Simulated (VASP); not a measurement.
Here is a VASP 6.6.1 calculation.

The input POSCAR:

```
Nb
1.0
   -0.8804519935      1.7609039869      1.7609039869
    1.7609039869     -0.8804519935      1.7609039869
    1.7609039869      1.7609039869     -0.8804519935
Nb
1
Direct
    0.0000000000      0.0000000000      0.0000000000
```

INCAR.step1

```
PREC = Accurate
ENCUT = 520
ISMEAR = 0
SIGMA = 0.15
LREAL = F
LASPH = T
NELM = 100
NBANDS = 12
GGA = PE
ALGO = Normal
EDIFF = 1E-4
LWAVE = T
LCHARG = F
```

The input INCAR.step2:

```
PREC = Accurate
ENCUT = 520
EDIFF = 1E-6
ISMEAR = 0
SIGMA = 0.15
LREAL = F
LASPH = T
NELM = 100
ALGO = Normal
ISIF = 2
LWAVE = F
LCHARG = F
METAGGA = R2SCAN
LMIXTAU = T
NBANDS = 12
ISTART = 1
```

Contents of KPOINTS:

```
regular mesh
0
Gamma
  22 22 22
```

Potentials or basis: VASP PAW PBE potentials, release 64 (Nb_sv).

Run with:

```sh
$ cat potpaw_PBE.64/Nb_sv/POTCAR > POTCAR
$ cp INCAR.step1 INCAR
$ mpirun -np 1 vasp_std > vasp.out
$ cp INCAR.step2 INCAR
$ mpirun -np 1 vasp_std > vasp.out
```

Question: Predict the pressure.

Answer: 11.7 GPa.

Caveat: the PAW data sets were made with another functional, which shifts forces and pressure a little.
